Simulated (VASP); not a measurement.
## AlN: single point with PBEsol

Crystal: AlN.

```xyz
4
Lattice="3.1110 0.0000 0.0000 -1.5555 2.6942 0.0000 0.0000 0.0000 4.9780" Properties=species:S:1:pos:R:3 pbc="T T T"
Al    0.0000    1.7961    0.0000
Al    1.5555    0.8981    2.4890
N     0.0000    1.7961    1.9165
N     1.7028    0.8700    4.4046
```

This cell differs from its parent crystal: one atom moved.

```
Program                : VASP 6.6.1
Task                   : single point
Functional             : PBEsol
Potentials or basis    : VASP PAW PBE potentials, release 64 (Al, N)
Cutoff                 : 520 eV
k mesh                 : 9 × 9 × 6
Occupations            : gaussian, width 0.02 eV
Spin                   : no spin polarisation
Dipole correction      : no
Further INCAR settings : ALGO = Normal; EDIFF = 1e-06; NBANDS = 16
```

| Item | Value |
| --- | --- |
| Pressure | 2.0 GPa |
| Largest force | 2.329 eV/Å |
| Band gap on the k mesh | 3.99 eV, direct |

Forces in eV/Å, atoms in the order of the input:
```
Al   1.949  0.152  0.486
Al   0.220 -0.043  0.217
N    0.101 -0.002 -0.193
N   -2.270 -0.107 -0.511
```

Stress tensor (GPa, compression positive):
```
 2.50  6.34  2.80
 6.34  3.69  0.56
 2.80  0.56 -0.32
```

Levels at points of the mesh, in eV from the valence-band top:
```
           k point  band 5  band 6  band 7  band 8  band 9  band 10  band 11  band 12
(0.00, 0.00, 0.00)   -0.84   -0.41   -0.31    0.00    3.99     6.44    10.31    10.74
(0.00, 0.00, 0.50)   -0.99   -0.71   -0.69   -0.39    6.21     6.27    10.02    10.11
```

Run time: 53 s on 1 thread of Intel(R) Xeon(R) 6975P-C (Granite Rapids), with other jobs on the host, peak memory 0.25 GiB.

Caveat: the cell differs from its parent crystal (one atom moved); the PAW data sets were made with another functional, which shifts forces and pressure a little.
